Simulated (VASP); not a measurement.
# CaO (klda) (Fm-3m) in VASP: a series of runs

Runs on CaO (klda). Level: LDA. Tasks: single point, relaxation of cell and atoms.

All numbers are computed with VASP 6.6.1; they aren't measurements. Logs are shortened: lines on timing, memory, paths and dates and some standing lists are left out, and cuts for length are marked.

## (1) The cell of the first run

Symmetry: Fm-3m, No. 225, cubic system. The conventional cell has a = 4.707 Å, b = 4.707 Å, c = 4.707 Å, α = 90.00°, β = 90.00°, γ = 90.00°. Within 3.1 Å of Ca (site symmetry m-3m) lie 6 O at 2.35 Å. O (site symmetry m-3m) has 6 Ca at 2.35 Å within 3.1 Å.

## (2) Single point, LDA

Input file INCAR:

```
  ALGO = Normal
  EDIFF = 1E-6
  ENCUT = 520
  GGA = CA
  ISIF = 2
  ISMEAR = 0
  LASPH = True
  LCHARG = False
  LREAL = False
  LWAVE = False
  NBANDS = 15
  NELM = 100
  PREC = Accurate
  SIGMA = 0.02
```

Input file KPOINTS:

```
k-points
0
Gamma
  8 8 8
```

Input file POSCAR:

```
CaO
1.0
    0.0000000000      2.3537266236      2.3537266236
    2.3537266236      0.0000000000      2.3537266236
    2.3537266236      2.3537266236      0.0000000000
Ca O
1 1
Direct
    0.0000000000      0.0000000000      0.0000000000
    0.5000000000      0.5000000000      0.5000000000
```

Potentials or basis: VASP PAW LDA potentials, release 64 (Ca_sv, O).

The run is started by

```sh
cat potpaw_LDA.64/Ca_sv/POTCAR potpaw_LDA.64/O/POTCAR > POTCAR
mpirun -np 1 vasp_std > vasp.out
```

OUTCAR:

```text
EDIFF = 1E-6
   ENCUT = 520
   GGA = CA
   ISIF = 2
   ISMEAR = 0
   LASPH = True
   LREAL = False
   NELM = 100
   PREC = Accurate

 ion  position               nearest neighbor table
   1  0.000  0.000  0.000-   2 2.35   2 2.35   2 2.35   2 2.35   2 2.35   2 2.35
   2  0.500  0.500  0.500-   1 2.35   1 2.35   1 2.35   1 2.35   1 2.35   1 2.35

  LATTYP: Found a face centered cubic cell.
 ALAT       =     4.7074532472

  Lattice vectors:

 A1 = (   0.0000000000,   2.3537266236,   2.3537266236)
 A2 = (   2.3537266236,   0.0000000000,   2.3537266236)
 A3 = (   2.3537266236,   2.3537266236,   0.0000000000)

Analysis of symmetry for initial positions (statically):
=====================================================================
 Subroutine PRICEL returns:
 Original cell was already a primitive cell.

 Routine SETGRP: Setting up the symmetry group for a
 face centered cubic supercell.

 Subroutine GETGRP returns: Found 48 space group operations
 (whereof 48 operations were pure point group operations)
 out of a pool of 48 trial point group operations.

The static configuration has the point symmetry O_h .

Analysis of symmetry for dynamics (positions and initial velocities):
=====================================================================
 Subroutine PRICEL returns:
 Original cell was already a primitive cell.

 Routine SETGRP: Setting up the symmetry group for a
 face centered cubic supercell.

 Subroutine GETGRP returns: Found 48 space group operations
 (whereof 48 operations were pure point group operations)
 out of a pool of 48 trial point group operations.

The dynamic configuration has the point symmetry O_h .

 Subroutine INISYM returns: Found 48 space group operations
 (whereof 48 operations are pure point group operations),
 and found     1 'primitive' translations

----------------------------------------------------------------------------------------

                                     Primitive cell

  volume of cell :      26.0794

  direct lattice vectors                    reciprocal lattice vectors
     0.000000000  2.353726624  2.353726624    -0.212429088  0.212429088  0.212429088
     2.353726624  0.000000000  2.353726624     0.212429088 -0.212429088  0.212429088
     2.353726624  2.353726624  0.000000000     0.212429088  0.212429088 -0.212429088

  length of vectors
     3.328672113  3.328672113  3.328672113     0.367937973  0.367937973  0.367937973

  position of ions in fractional coordinates (direct lattice)
     0.000000000  0.000000000  0.000000000
     0.500000000  0.500000000  0.500000000

  ion indices of the primitive-cell ions
   primitive index   ion index
                 1           1
                 2           2

----------------------------------------------------------------------------------------

 KPOINTS: k-points

Automatic generation of k-mesh.
 Grid dimensions read from file:
 generate k-points for:    8    8    8

 Generating k-lattice:

  Cartesian coordinates                     Fractional coordinates (reciprocal lattice)
    -0.026553636  0.026553636  0.026553636     0.125000000  0.000000000  0.000000000
     0.026553636 -0.026553636  0.026553636     0.000000000  0.125000000  0.000000000
     0.026553636  0.026553636 -0.026553636     0.000000000  0.000000000  0.125000000

  Length of vectors
     0.045992247  0.045992247  0.045992247

  Shift w.r.t. Gamma in fractional coordinates (k-lattice)
     0.000000000  0.000000000  0.000000000

 Subroutine IBZKPT returns following result:
 ===========================================

 Found     29 irreducible k-points:

 Following reciprocal coordinates:
            Coordinates               Weight
  0.000000  0.000000  0.000000      1.000000
  0.125000  0.000000  0.000000      8.000000
  0.250000  0.000000  0.000000      8.000000
  0.375000  0.000000  0.000000      8.000000
  0.500000  0.000000  0.000000      4.000000
  0.125000  0.125000  0.000000      6.000000
[... 16 lines left out ...]
  0.500000  0.250000  0.125000     48.000000
 -0.375000  0.250000  0.125000     24.000000
 [... further k-points ...]
   k-points           NKPTS =     29   k-points in BZ     NKDIM =     29   number of bands    NBANDS=     15
   number of dos      NEDOS =    301   number of ions     NIONS =      2
   total plane-waves  NPLWV =  21952
   dimension x,y,z NGX =    28 NGY =   28 NGZ =   28
   dimension x,y,z NGXF=    56 NGYF=   56 NGZF=   56
   ions per type =               1   1
   NGX,Y,Z   is equivalent  to a cutoff of  13.98, 13.98, 13.98 a.u.
   NGXF,Y,Z  is equivalent  to a cutoff of  27.97, 27.97, 27.97 a.u.
 SYSTEM =  unknown system
   PREC   = accura    normal or accurate (medium, high low for compatibility)
   ISTART =      0    job   : 0-new  1-cont  2-samecut
   ICHARG =      2    charge: 1-file 2-atom 10-const
   ISPIN  =      1    spin polarized calculation?
   LNONCOLLINEAR =      F non collinear calculations
   LSORBIT =      F    spin-orbit coupling
   LASPH  =      T    aspherical Exc in radial PAW
   ENCUT  =  520.0 eV  38.22 Ry    6.18 a.u.   6.19  6.19  6.19*2*pi/ulx,y,z
   NELM   =    100;   NELMIN=  2; NELMDL= -5     # of ELM steps
   EDIFF  = 0.1E-05   stopping-criterion for ELM
   LREAL  =      F    real-space projection
   EDIFFG = 0.1E-04   stopping-criterion for IOM
   NSW    =      0    number of steps for IOM
   IBRION =     -1    ionic relax: 0-MD 1-quasi-New 2-CG
   NFREE  =      0    steps in history (QN), initial steepest desc. (CG)
   ISIF   =      2    stress and relaxation
   ISYM   =      2    0-nonsym 1-usesym 2-fastsym
   POTIM  = 0.5000    time-step for ionic-motion
   TEBEG  =    0.0;   TEEND  =   0.0 temperature during run
   PSTRESS=    0.0 pullay stress
   NELECT =      16.0000    total number of electrons
   NUPDOWN=      -1.0000    fix difference up-down
   EMIN   =  10.00;   EMAX   =-10.00  energy-range for DOS
   EFERMI =   0.00;   METHOD = LEGACY
   ISMEAR =     0;   SIGMA  =   0.02  broadening in eV -4-tet -1-fermi 0-gaus
   EFERMI_NEDOS =   21; number of points for ismear=-14 and -15
   IALGO  =     38    algorithm
   IMIX   =      4    mixing-type and parameters
     AMIX     =   0.40;   BMIX     =  1.00
     AMIX_MAG =   1.60;   BMIX_MAG =  1.00
  volume/ion in A,a.u.               =      13.04        88.00
  Fermi-wavevector in a.u.,A,eV,Ry     =   1.391069  2.628740 26.328282  1.935074
  Thomas-Fermi vector in A             =   2.514944
   LORBIT       =      0    0 simple, 1 ext, 2 COOP (PROOUT), +10 PAW based schemes
   GGA     = CA    functional components
   LHFCALC =     F    Hartree Fock is set to
   AEXX    =    0.0000 exact exchange contribution
   IVDW    =     0    specifies the selected vdW correction
   LEPSILON=     F    determine dielectric tensor
   LRPA    =     F    only Hartree local field effects (RPA)
 non-spin polarized calculation
 Gauss-broadening in eV      SIGMA  =   0.02
  energy-cutoff  :      520.00
  volume of cell :       26.08
 maximum number of plane-waves:       725
 NGX is ok and might be reduce to    28
   NGX = 13   NGY = 13   NGZ = 13

 number of electron      15.9999999 magnetization

 Free energy of the ion-electron system (eV)
  ---------------------------------------------------
  ext. energy  EPLUGINS =         0.00000000
  ---------------------------------------------------
  free energy    TOTEN  =       -14.22029835 eV

  energy without entropy =      -14.22029835  energy(sigma->0) =      -14.22029835

 E-fermi :   2.6090     XC(G=0): -11.3392

 val. band max:        2.3883813891   @ k =   0.0000   0.0000   0.0000
 cond. band min:       5.8067653061   @ k =   0.5000   0.5000   0.0000
 fundamental gap:      3.4183839170
 Fermi energy:         2.6089549583

 k-point     1 :       0.0000    0.0000    0.0000
  band No.  band energies     occupation
      1     -34.4346      2.00000
      2     -15.4268      2.00000
      3     -15.4268      2.00000
      4     -15.4268      2.00000
      5     -12.9431      2.00000
      6       2.3884      2.00000
      7       2.3884      2.00000
      8       2.3884      2.00000
      9       7.4731      0.00000
     10       8.6367      0.00000
     11       8.6367      0.00000
     12       8.6367      0.00000
     13      10.3130      0.00000
     14      10.3130      0.00000
     15      17.5682      0.00000

 k-point     2 :       0.1250    0.0000    0.0000
  band No.  band energies     occupation
      1     -34.4133      2.00000
      2     -15.7316      2.00000
      3     -15.4366      2.00000
      4     -15.4366      2.00000
      5     -12.6307      2.00000
      6       1.8167      2.00000
      7       2.1457      2.00000
      8       2.1457      2.00000
      9       8.1660      0.00000
     10       8.6040      0.00000
     11       8.9296      0.00000
     12       8.9296      0.00000
     13      10.7299      0.00000
     14      10.7299      0.00000
     15      18.2607      0.00000

 k-point     3 :       0.2500    0.0000    0.0000
  band No.  band energies     occupation
      1     -34.3614      2.00000
      2     -16.2950      2.00000
      3     -15.4602      2.00000
      4     -15.4602      2.00000
      5     -12.0470      2.00000
      6       0.7344      2.00000
      7       1.6323      2.00000
      8       1.6323      2.00000
      9       8.6958      0.00000
     10       9.6539      0.00000
     11       9.7014      0.00000
     12       9.7014      0.00000
     13      11.7256      0.00000
     14      11.7256      0.00000
     15      18.8558      0.00000
[... 343 lines left out ...]
 k-point    23 :       0.5000    0.2500    0.1250
  band No.  band energies     occupation
      1     -34.2820      2.00000
      2     -16.5365      2.00000
      3     -15.7205      2.00000
      4     -15.5560      2.00000
      5     -11.8352      2.00000
      6       0.2402      2.00000
      7       1.1985      2.00000
      8       1.4883      2.00000
      9       8.2820      0.00000
     10      10.1428      0.00000
     11      11.1421      0.00000
     12      11.3380      0.00000
     13      12.7860      0.00000
     14      14.0059      0.00000
     15      17.7832      0.00000

 k-point    24 :      -0.3750    0.2500    0.1250
  band No.  band energies     occupation
      1     -34.2646      2.00000
      2     -16.6145      2.00000
      3     -15.7400      2.00000
      4     -15.5897      2.00000
      5     -11.7717      2.00000
      6       0.1856      2.00000
      7       1.1776      2.00000
      8       1.2185      2.00000
      9       9.2692      0.00000
     10       9.3392      0.00000
     11      11.4728      0.00000
     12      11.7807      0.00000
     13      13.1060      0.00000
     14      14.8222      0.00000
     15      16.8782      0.00000

 [... further k-points ...]

------------------------ aborting loop because EDIFF is reached ----------------------------------------

  FORCE on cell =-STRESS in cart. coord.  units (eV):
  Direction    XX          YY          ZZ          XY          YZ          ZX
  --------------------------------------------------------------------------------------
  -------------------------------------------------------------------------------------
  Total        0.1670540      0.1670540      0.1670540      0.0000000     -0.0000000      0.0000000
  in kB       10.2628862     10.2628862     10.2628862      0.0000000     -0.0000000      0.0000000
  external PRESSURE =      10.2628862 kB  Pullay stress =       0.0000000 kB

 VOLUME and BASIS-vectors are now :
 -----------------------------------------------------------------------------
  energy-cutoff  :      520.00
  volume of cell :       26.08
      direct lattice vectors                 reciprocal lattice vectors
     0.000000000  2.353726624  2.353726624    -0.212429088  0.212429088  0.212429088
     2.353726624  0.000000000  2.353726624     0.212429088 -0.212429088  0.212429088
     2.353726624  2.353726624  0.000000000     0.212429088  0.212429088 -0.212429088

 POSITION                                       TOTAL-FORCE (eV/Angst)
 -----------------------------------------------------------------------------------
      0.00000      0.00000      0.00000        -0.000000      0.000000     -0.000000
      2.35373      2.35373      2.35373         0.000000     -0.000000      0.000000
 -----------------------------------------------------------------------------------
    total drift:                                0.000000      0.000000      0.000000

  FREE ENERGIE OF THE ION-ELECTRON SYSTEM (eV)
  ---------------------------------------------------
  free  energy   TOTEN  =       -14.2202983453 eV

  energy  without entropy=      -14.2202983453  energy(sigma->0) =      -14.22029835
```

Wall time 11 s (1 thread of Intel Xeon Platinum 8375C at 2.90GHz (Ice Lake), shared host); peak memory 0.14 GiB.

What came out:

* Free energy: -14.2203 eV
* Pressure: 1.0 GPa
* Band gap on the k mesh: 3.42 eV, indirect (least direct gap 3.78 eV)

Levels at points of the mesh, in eV from the valence-band top:
| k point | band 6 | band 7 | band 8 | band 9 | band 10 | band 11 |
| --- | --- | --- | --- | --- | --- | --- |
| (0.00, 0.00, 0.00) | 0.00 | 0.00 | 0.00 | 5.08 | 6.25 | 6.25 |
| (0.50, 0.00, 0.00) | -2.86 | -1.36 | -1.36 | 7.24 | 8.64 | 8.64 |
| (0.50, 0.50, 0.00) | -1.27 | -0.36 | -0.36 | 3.42 | 8.49 | 9.23 |

A k mesh can miss the band edges.

## (3) Relaxation of cell and atoms, LDA

This run uses another cell than the first one, of 13.07 Å³/atom, 1.003 times its volume.

Input file INCAR:

```
ALGO     = Normal         # electronic algorithm
EDIFF    = 1E-7           # SCF threshold, eV
EDIFFG   = -0.002         # ionic threshold
ENCUT    = 600            # plane-wave cutoff, eV
IBRION   = 2              # ionic algorithm
ISIF     = 3              # what is computed and relaxed
ISMEAR   = 0              # smearing method
LASPH    = T              # aspherical terms in the spheres
LCHARG   = F              # write CHGCAR
LREAL    = F              # projectors in reciprocal space
LWAVE    = F              # write WAVECAR
NELM     = 60             # most SCF steps
NSW      = 100            # ionic steps
PREC     = Accurate       # precision mode
SIGMA    = 0.02           # smearing width, eV
```

KPOINTS is that of step 2.

Input file POSCAR:

```
CaO
1.0
    0.0000000000      2.3557358099      2.3557358099
    2.3557358099      0.0000000000      2.3557358099
    2.3557358099      2.3557358099      0.0000000000
Ca O
1 1
Direct
    0.0000000000      0.0000000000      0.0000000000
    0.5000000000      0.5000000000      0.5000000000
```

Potentials or basis: VASP PAW LDA potentials, release 64 (Ca_sv, O).

The run is started by

```sh
cat potpaw_LDA.64/Ca_sv/POTCAR potpaw_LDA.64/O/POTCAR > POTCAR
mpirun -np 1 vasp_std > vasp.out
```

Run time: 22 s. Hardware: 1 thread of Intel Xeon Platinum 8375C at 2.90GHz (Ice Lake), shared host; peak memory 0.15 GiB.

The run converged. Its results:

* Free energy: -14.2236 eV
* Relaxed volume: 13.13 Å³/atom
* Relaxed cell: a = 3.336 Å, b = 3.336 Å, c = 3.336 Å, α = 60.00°, β = 60.00°, γ = 60.00°
* Space group after relaxing (to 0.05 Å): Fm-3m (No. 225)
* Energy gained by relaxing: 0.1 meV/atom
* Ionic steps: 3
* Pressure after relaxing: 0.0 GPa
* Band gap on the k mesh: 3.43 eV, indirect (least direct gap 3.79 eV)

The path:
```tsv
step	energy change (eV)	largest force (eV/Å)	pressure (GPa)	volume (Å³)
1	0.0000	0.0000	0.54	26.15
2	-0.0001	0.0000	-0.29	26.31
3	-0.0002	0.0000	0.00	26.25
```

Final structure:
```
CELL_PARAMETERS angstrom
0.00000 2.35897 2.35897
2.35897 0.00000 2.35897
2.35897 2.35897 0.00000
ATOMIC_POSITIONS crystal
Ca 0.00000 0.00000 0.00000
O 0.50000 0.50000 0.50000
```

Levels at points of the mesh, in eV from the valence-band top:
| k point | band 4 | band 5 | band 6 | band 7 | band 8 | band 9 | band 10 | band 11 | band 12 |
| --- | --- | --- | --- | --- | --- | --- | --- | --- | --- |
| (0.00, 0.00, 0.00) | -17.85 | -15.32 | 0.00 | 0.00 | 0.00 | 5.03 | 6.24 | 6.24 | 6.24 |
| (0.50, 0.00, 0.00) | -17.91 | -13.81 | -2.85 | -1.35 | -1.35 | 7.21 | 8.61 | 8.61 | 8.74 |
| (0.50, 0.50, 0.00) | -18.14 | -15.07 | -1.27 | -0.36 | -0.36 | 3.43 | 8.44 | 9.19 | 9.92 |

A k mesh can miss the band edges. Expect the measured gap to be larger: semilocal functionals such as LDA lack the derivative discontinuity.

[end of part 1 of 2]
